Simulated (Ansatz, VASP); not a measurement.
SiCl5 in VASP and in Ansatz

```
Si Cl
1.0
     6.38298    0.00000    0.00000
    -3.19149    5.52783    0.00000
     0.00000    0.00000    5.75379
Si Cl
1 5
Direct
  0.00000 0.00000 0.00000
  0.33333 0.66667 0.50000
  0.66667 0.33333 0.50000
  0.30601 0.00000 0.00000
  0.00000 0.30601 0.00000
  0.69399 0.69399 0.00000
```

Alike in both runs: functional PBE; k mesh 6 × 6 × 8; occupations gaussian, width 0.1 eV; no spin polarisation.

Ansatz relaxed the structure, and its values are those at the end. VASP's run is a single point on that final structure, the one shown.

|  | VASP | Ansatz |
| --- | --- | --- |
| version | VASP 6.6.1 | Ansatz 0.2.0 |
| potentials or method | VASP PAW PBE potentials, release 64 (Si, Cl), cutoff 520 eV | scalar-relativistic, plane waves, PAW |
| valence electrons in the cell | 39 | 39 |

```csv
,VASP,Ansatz,Ansatz less VASP
gap on the k mesh at the Fermi level (eV),none,none,-
pressure (GPa),-0.2,0.0,+0.17
rms of the force components (eV/Å),0.030,0.003,-0.0264
```

A gap of «none» marks a metal or a gap that the smearing closes.
